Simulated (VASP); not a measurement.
# Bi (Im-3m) in VASP: notebook, part 2 of 2

VASP 6.6.1. Earlier steps stand in the parts before.

## 4. Single point, LDA (volume scaled by 1.08)

INCAR

```
PREC = Accurate
ENCUT = 520
EDIFF = 1E-6
ISMEAR = -1
SIGMA = 0.1
LREAL = F
LASPH = T
NELM = 60
ALGO = Normal
ISIF = 2
LWAVE = F
LCHARG = F
NBANDS = 14
```

KPOINTS

```
Automatic mesh
0
Gamma
  13 13 13
```

POSCAR

```
Bi
1.0
   -1.9948339514      1.9948339514      1.9948339514
    1.9948339514     -1.9948339514      1.9948339514
    1.9948339514      1.9948339514     -1.9948339514
Bi
1
Direct
    0.0000000000      0.0000000000      0.0000000000
```

The run is started by

```sh
$ cat potpaw_LDA.64/Bi_d/POTCAR > POTCAR
$ mpirun -np 1 vasp_std > vasp.out
```

It took 11 s on 1 thread of Intel Xeon 6975P-C (Granite Rapids), shared host; peak memory 0.16 GiB.

It converged, with:

```
Free energy : -4.4479 eV
Pressure    : -4.1 GPa
```

Levels at points of the mesh, in eV from the Fermi level:
```tsv
k point	band 4	band 5	band 6	band 7	band 8	band 9	band 10	band 11
(0.00, 0.00, 0.00)	-22.79	-22.79	-13.35	4.95	4.95	4.95	9.02	10.56
```

Caveat: the cell differs from its parent crystal (volume scaled by 1.08); spin-orbit coupling is left out, which moves the levels of the heavy elements.

## 5. Relaxation of cell and atoms, LDA

This run uses another cell than the first one, of 31.85 Å³/atom, 1.083 times its volume.

INCAR

```
SYSTEM = Bi
ALGO = Normal
EDIFF = 1E-7
EDIFFG = -0.01
ENCUT = 600
GGA = CA
IBRION = 2
ISIF = 3
ISMEAR = -1
LASPH = .True.
LCHARG = .False.
LREAL = .False.
LWAVE = .False.
NELM = 100
NSW = 80
PREC = Accurate
SIGMA = 0.1
```

KPOINTS

```
k-points
0
Gamma
  11 11 11
  0 0 0
```

POSCAR

```
Bi
1.0
   -1.9968533131      1.9968533131      1.9968533131
    1.9968533131     -1.9968533131      1.9968533131
    1.9968533131      1.9968533131     -1.9968533131
Bi
1
Direct
    0.0000000000      0.0000000000      0.0000000000
```

Potentials or basis: VASP PAW LDA potentials, release 64 (Bi_d).

The run is started by

```sh
$ cat potpaw_LDA.64/Bi_d/POTCAR > POTCAR
$ mpirun -np 1 vasp_std > vasp.out
```

OUTCAR:

```text
SYSTEM = Bi
   EDIFF = 1E-7
   EDIFFG = -0.01
   ENCUT = 600
   GGA = CA
   IBRION = 2
   ISIF = 3
   ISMEAR = -1
   LASPH = .True.
   LREAL = .False.
   NELM = 100
   NSW = 80
   PREC = Accurate

 ion  position               nearest neighbor table
   1  0.000  0.000  0.000-

  LATTYP: Found a body centered cubic cell.
 ALAT       =     3.9937066262

  Lattice vectors:

 A1 = (  -1.9968533131,   1.9968533131,   1.9968533131)
 A2 = (   1.9968533131,  -1.9968533131,   1.9968533131)
 A3 = (   1.9968533131,   1.9968533131,  -1.9968533131)

Analysis of symmetry for initial positions (statically):
=====================================================================
 Subroutine PRICEL returns:
 Original cell was already a primitive cell.

 Routine SETGRP: Setting up the symmetry group for a
 body centered cubic supercell.

 Subroutine GETGRP returns: Found 48 space group operations
 (whereof 48 operations were pure point group operations)
 out of a pool of 48 trial point group operations.

The static configuration has the point symmetry O_h .

Analysis of symmetry for dynamics (positions and initial velocities):
=====================================================================
 Subroutine PRICEL returns:
 Original cell was already a primitive cell.

 Routine SETGRP: Setting up the symmetry group for a
 body centered cubic supercell.

 Subroutine GETGRP returns: Found 48 space group operations
 (whereof 48 operations were pure point group operations)
 out of a pool of 48 trial point group operations.

The dynamic configuration has the point symmetry O_h .

 Subroutine INISYM returns: Found 48 space group operations
 (whereof 48 operations are pure point group operations),
 and found     1 'primitive' translations

----------------------------------------------------------------------------------------

                                     Primitive cell

  volume of cell :      31.8492

  direct lattice vectors                    reciprocal lattice vectors
    -1.996853313  1.996853313  1.996853313     0.000000000  0.250393956  0.250393956
     1.996853313 -1.996853313  1.996853313     0.250393956  0.000000000  0.250393956
     1.996853313  1.996853313 -1.996853313     0.250393956  0.250393956  0.000000000

  length of vectors
     3.458651394  3.458651394  3.458651394     0.354110528  0.354110528  0.354110528

  position of ions in fractional coordinates (direct lattice)
     0.000000000  0.000000000  0.000000000

  ion indices of the primitive-cell ions
   primitive index   ion index
                 1           1

----------------------------------------------------------------------------------------

 KPOINTS: k-points

Automatic generation of k-mesh.
 Grid dimensions read from file:
 generate k-points for:   11   11   11

[... 46 lines left out ...]
   number of dos      NEDOS =    301   number of ions     NIONS =      1
   total plane-waves  NPLWV =  21952
   dimension x,y,z NGX =    28 NGY =   28 NGZ =   28
   dimension x,y,z NGXF=    56 NGYF=   56 NGZF=   56
   ions per type =               1
   NGX,Y,Z   is equivalent  to a cutoff of  13.46, 13.46, 13.46 a.u.
   NGXF,Y,Z  is equivalent  to a cutoff of  26.92, 26.92, 26.92 a.u.
 SYSTEM =  Bi
   PREC   = accura    normal or accurate (medium, high low for compatibility)
   ISTART =      0    job   : 0-new  1-cont  2-samecut
   ICHARG =      2    charge: 1-file 2-atom 10-const
   ISPIN  =      1    spin polarized calculation?
   LNONCOLLINEAR =      F non collinear calculations
   LSORBIT =      F    spin-orbit coupling
   LASPH  =      T    aspherical Exc in radial PAW
   ENCUT  =  600.0 eV  44.10 Ry    6.64 a.u.   6.91  6.91  6.91*2*pi/ulx,y,z
   NELM   =    100;   NELMIN=  2; NELMDL= -5     # of ELM steps
   EDIFF  = 0.1E-06   stopping-criterion for ELM
   LREAL  =      F    real-space projection
   EDIFFG = -.1E-01   stopping-criterion for IOM
   NSW    =     80    number of steps for IOM
   IBRION =      2    ionic relax: 0-MD 1-quasi-New 2-CG
   NFREE  =      1    steps in history (QN), initial steepest desc. (CG)
   ISIF   =      3    stress and relaxation
   ISYM   =      2    0-nonsym 1-usesym 2-fastsym
   POTIM  = 0.5000    time-step for ionic-motion
   TEBEG  =    0.0;   TEEND  =   0.0 temperature during run
   PSTRESS=    0.0 pullay stress
   NELECT =      15.0000    total number of electrons
   NUPDOWN=      -1.0000    fix difference up-down
   EMIN   =  10.00;   EMAX   =-10.00  energy-range for DOS
   EFERMI =   0.00;   METHOD = LEGACY
   ISMEAR =    -1;   SIGMA  =   0.10  broadening in eV -4-tet -1-fermi 0-gaus
   EFERMI_NEDOS =   21; number of points for ismear=-14 and -15
   IALGO  =     38    algorithm
   IMIX   =      4    mixing-type and parameters
     AMIX     =   0.40;   BMIX     =  1.00
     AMIX_MAG =   1.60;   BMIX_MAG =  1.00
  volume/ion in A,a.u.               =      31.85       214.93
  Fermi-wavevector in a.u.,A,eV,Ry     =   1.273715  2.406973 22.073427  1.622351
  Thomas-Fermi vector in A             =   2.406523
   LORBIT       =      0    0 simple, 1 ext, 2 COOP (PROOUT), +10 PAW based schemes
   GGA     = CA    functional components
   LHFCALC =     F    Hartree Fock is set to
   AEXX    =    0.0000 exact exchange contribution
   IVDW    =     0    specifies the selected vdW correction
   LEPSILON=     F    determine dielectric tensor
   LRPA    =     F    only Hartree local field effects (RPA)
 conjugate gradient relaxation of ions
 non-spin polarized calculation
  energy-cutoff  :      600.00
  volume of cell :       31.85
 maximum number of plane-waves:      1082
   NGX = 13   NGY = 13   NGZ = 13

--------------------------------------- Ionic step        1  -------------------------------------------

 number of electron      15.0000000 magnetization

 Free energy of the ion-electron system (eV)
  ---------------------------------------------------
  ext. energy  EPLUGINS =         0.00000000
  ---------------------------------------------------
  free energy    TOTEN  =        -4.44015333 eV

  energy without entropy =       -4.41407710  energy(sigma->0) =       -4.42711521

------------------------ aborting loop because EDIFF is reached ----------------------------------------

  FORCE on cell =-STRESS in cart. coord.  units (eV):
  Direction    XX          YY          ZZ          XY          YZ          ZX
  --------------------------------------------------------------------------------------
  -------------------------------------------------------------------------------------
  Total       -0.8214257     -0.8214257     -0.8214257      0.0000000      0.0000000      0.0000000
  in kB      -41.3219088    -41.3219088    -41.3219088      0.0000000      0.0000000      0.0000000
  external PRESSURE =     -41.3219088 kB  Pullay stress =       0.0000000 kB
[... 57 lines left out ...]
--------------------------------------- Ionic step        3  -------------------------------------------

 number of electron      15.0000005 magnetization

 Free energy of the ion-electron system (eV)
  ---------------------------------------------------
  ext. energy  EPLUGINS =         0.00000000
  ---------------------------------------------------
  free energy    TOTEN  =        -4.47299453 eV

  energy without entropy =       -4.44845029  energy(sigma->0) =       -4.46072241

 E-fermi :   8.3437     XC(G=0): -10.7902

 val. band max:        8.2633921971   @ k =  -0.2727   0.3636   0.1818
 cond. band min:       8.3510954708   @ k =  -0.3636   0.4545   0.0909
 fundamental gap:      0.0877032737
 Fermi energy:         8.3437257548

 k-point     1 :       0.0000    0.0000    0.0000
  band No.  band energies     occupation
      1     -14.6490      2.00000
      2     -14.6490      2.00000
      3     -14.6490      2.00000
      4     -14.4920      2.00000
      5     -14.4920      2.00000
      6      -5.5517      2.00000
      7      13.8159      0.00000
      8      13.8159      0.00000
      9      13.8159      0.00000
     10      18.3215      0.00000
     11      18.8983      0.00000
[... 309 lines left out ...]
 k-point    24 :       0.3636    0.1818    0.0909
  band No.  band energies     occupation
      1     -14.6595      2.00000
      2     -14.5855      2.00000
      3     -14.5041      2.00000
      4     -14.4996      2.00000
      5     -14.4578      2.00000
      6      -1.8667      2.00000
      7       3.9133      2.00000
      8       6.8696      2.00000
      9       9.1949      0.00040
     10      18.7168      0.00000
     11      20.8022      0.00000

 [... further k-points ...]

------------------------ aborting loop because EDIFF is reached ----------------------------------------

  FORCE on cell =-STRESS in cart. coord.  units (eV):
  Direction    XX          YY          ZZ          XY          YZ          ZX
  --------------------------------------------------------------------------------------
  -------------------------------------------------------------------------------------
  Total        0.0039708      0.0039708      0.0039708     -0.0000000      0.0000000     -0.0000000
  in kB        0.2158086      0.2158086      0.2158086     -0.0000000      0.0000000     -0.0000000
  external PRESSURE =       0.2158086 kB  Pullay stress =       0.0000000 kB
[... 16 lines left out ...]
  FREE ENERGIE OF THE ION-ELECTRON SYSTEM (eV)
  ---------------------------------------------------
  free  energy   TOTEN  =        -4.4729945332 eV

  energy  without entropy=       -4.4484502882  energy(sigma->0) =       -4.46072241

 reached required accuracy - stopping structural energy minimisation
```

It took 17 s on 1 thread of Intel Xeon 6975P-C (Granite Rapids), shared host; peak memory 0.16 GiB.

What came out:

| Quantity | Value |
| --- | --- |
| Free energy | -4.4730 eV |
| Relaxed volume | 29.48 Å³/atom |
| Relaxed cell | a = 3.371 Å, b = 3.371 Å, c = 3.371 Å, α = 109.47°, β = 109.47°, γ = 109.47° |
| Space group after relaxing (to 0.05 Å) | Im-3m (No. 229) |
| Energy gained by relaxing | 32.8 meV/atom |
| Ionic steps | 3 |
| Pressure after relaxing | 0.0 GPa |

Step by step:
```
step  energy change (eV)  largest force (eV/Å)  pressure (GPa)  volume (Å³)
   1              0.0000                0.0000           -4.13        31.85
   2             -0.0213                0.0000            3.06        28.21
   3             -0.0328                0.0000            0.02        29.48
```

Final structure:
```cif
data_structure
_symmetry_space_group_name_H-M 'P 1'
_symmetry_Int_Tables_number 1
_cell_length_a 3.3707
_cell_length_b 3.3707
_cell_length_c 3.3707
_cell_angle_alpha 109.471
_cell_angle_beta 109.471
_cell_angle_gamma 109.471
_cell_volume 29.48
loop_
_atom_site_label
_atom_site_type_symbol
_atom_site_fract_x
_atom_site_fract_y
_atom_site_fract_z
_atom_site_occupancy
Bi1 Bi 0.00000 0.00000 0.00000 1
```

Levels at points of the mesh, in eV from the Fermi level:
| k point | band 4 | band 5 | band 6 | band 7 | band 8 | band 9 | band 10 | band 11 |
| --- | --- | --- | --- | --- | --- | --- | --- | --- |
| (0.00, 0.00, 0.00) | -22.84 | -22.84 | -13.90 | 5.47 | 5.47 | 5.47 | 9.98 | 10.55 |

Caveat: spin-orbit coupling is left out, which moves the levels of the heavy elements.

## 6. Overview

```tsv
task	cell	k mesh	cutoff (eV)	gap on the mesh (eV)	pressure (GPa)
single point	a = 3.368 Å, angles 109.5°, 1 atom	13 × 13 × 13	520	none	0.1
single point	a = 3.412 Å, angles 109.5°, 1 atom	13 × 13 × 13	520	none	-2.2
single point	a = 3.455 Å, angles 109.5°, 1 atom	13 × 13 × 13	520	none	-4.1
relaxation of cell and atoms	relaxed from a = 3.459 Å, angles 109.5°, 1 atom	11 × 11 × 11	600	none	0.0
```

Alike in all rows: level LDA; potentials or basis VASP PAW LDA potentials, release 64 (Bi_d); no spin polarisation; smearing fermi-dirac 0.1 eV.

Caveats: spin-orbit coupling is left out, which moves the levels of the heavy elements.

Total energies depend on the potentials used, so only differences within one code and one set of settings carry meaning.
